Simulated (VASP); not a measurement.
Here is a VASP 6.6.1 calculation.

POSCAR

```
Pd
1.0
   -1.5347938321      1.5347938321      1.5347938321
    1.5347938321     -1.5347938321      1.5347938321
    1.5347938321      1.5347938321     -1.5347938321
Pd
1
Direct
    0.0000000000      0.0000000000      0.0000000000
```

INCAR.step1

```
SYSTEM = Pd
ALGO = Normal ; EDIFF = 1E-4
ENCUT = 520 ; GGA = PE
ISMEAR = -1 ; LASPH = .True.
LCHARG = .False. ; LREAL = .False.
LWAVE = .True. ; NBANDS = 11
NELM = 80 ; PREC = Accurate
SIGMA = 0.1
```

File INCAR.step2:

```
SYSTEM = Pd
ALGO = Normal ; EDIFF = 1E-7
ENCUT = 520 ; ISIF = 2
ISMEAR = -1 ; ISTART = 1
LASPH = .True. ; LCHARG = .True.
LELF = .True. ; LMIXTAU = .True.
LREAL = .False. ; LVHAR = .True.
LWAVE = .False. ; METAGGA = R2SCAN
NBANDS = 11 ; NELM = 80
PREC = Accurate ; SIGMA = 0.1
```

KPOINTS

```
k-points
0
Gamma
  16 16 16
  0 0 0
```

Potentials or basis: VASP PAW PBE potentials, release 64 (Pd).

Launch:

```bash
$ cat potpaw_PBE.64/Pd/POTCAR > POTCAR
$ cp INCAR.step1 INCAR
$ mpirun -np 1 vasp_std > vasp.out
$ cp INCAR.step2 INCAR
$ mpirun -np 1 vasp_std > vasp.out
```

Predict the band gap on the k mesh.

zero (bands 5 and 6 overlap by 1.85 eV).

Predict the pressure.

9.0 GPa.

Caveat: the cell stands under pressure; the PAW data sets were made with another functional, which shifts forces and pressure a little.
